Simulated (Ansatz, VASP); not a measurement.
# Two plane-wave programs on SnTe

The input INCAR:

```
SYSTEM = SnTe
  PREC = Accurate
  ENCUT = 500
  EDIFF = 1E-6
  ISMEAR = 0
  SIGMA = 0.01
  LREAL = .FALSE.
  LASPH = .TRUE.
  NELM = 120
  ALGO = Normal
  ISIF = 2
  LWAVE = .FALSE.
  LCHARG = .TRUE.
  GGA = PE
  LELF = .TRUE.
  LVHAR = .TRUE.
  NBANDS = 17
  GGA_COMPAT = .FALSE.
```

File KPOINTS:

```
Automatic mesh
0
G
  4 4 4
  0 0 0
```

POSCAR

```
SnTe
1.0
    0.0000000000      3.6111460000      3.6111460000
    3.6111460000      0.0000000000      3.6111460000
    3.6111460000      3.6111460000      0.0000000000
Sn Te
1 1
Direct
    0.0000000000      0.0000000000      0.0000000000
    0.7500000000      0.7500000000      0.7500000000
```

Input for Ansatz:

```yaml
crystal:
  lattice:
    - [0.0, 3.611146, 3.611146]
    - [3.611146, 0.0, 3.611146]
    - [3.611146, 3.611146, 0.0]
  atoms:
    - { symbol: Sn, position: [0.0, 0.0, 0.0] }
    - { symbol: Te, position: [0.75, 0.75, 0.75] }
basis:
  ecutwfc: 420
kpoints:
  mp_grid: { grid: [4, 4, 4] }
hamiltonian:
  xc: pbe
scf:
  occupations: { method: fixed }
  max_iter: 62
output:
  forces: true
  stress: true
  eigenvalues: true
```

Alike in both runs: task single point; functional PBE; k mesh 4 × 4 × 4; no spin polarisation.

|  | VASP | Ansatz |
| --- | --- | --- |
| version | VASP 6.6.1 | Ansatz 0.2.0 |
| potentials or method | VASP PAW PBE potentials, release 64 (Sn_d, Te), cutoff 500 eV | scalar-relativistic, plane waves, PAW |
| occupations | gaussian, width 0.01 eV | fixed |
| valence electrons in the cell | 20 | 30 |

```csv
,VASP,Ansatz,Ansatz less VASP
gap on the k mesh at the Fermi level (eV),0.09,0.09,+0.002
least direct gap on the mesh (eV),0.80,0.80,+0.001
pressure (GPa),-0.1,-0.1,+0.01
```

VASP's potentials hold 20 valence electrons a cell and Ansatz's 30, so a difference there can come from the potentials and not from the codes.

Spin-orbit coupling is off throughout.
